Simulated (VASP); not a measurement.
Runs of VASP 6.6.1 on SnSe (CsCl type). The structure is that of space group Pm-3m (No. 221), or close to it. The cells are those of the table. 

```csv
task,cell,cutoff (eV),gap on the mesh (eV),pressure (GPa)
single point,"a = 2.921 Å, 2 atoms",520,none,170.3
single point,"a = 2.711 Å, 2 atoms",520,none,(a)
relaxation of cell and atoms,"relaxed from a = 3.055 Å, 2 atoms",600,none,0.0
single point,"a = 3.268 Å, 2 atoms",520,none,39.1
```

Alike in all rows: level PBE; potentials or basis VASP PAW PBE potentials, release 64 (Sn_d, Se); no spin polarisation; k mesh 14 × 14 × 14; smearing fermi-dirac 0.1 eV.

Problem. Fill in the values left out.

Solution. (a) 383.2.

Caveats: spin-orbit coupling is left out, which moves the levels of the heavy elements.

A k mesh can miss the band edges, and the runs leave out spin-orbit coupling on Se, Sn.

A gap of «none» marks levels without a gap at the run's occupations.
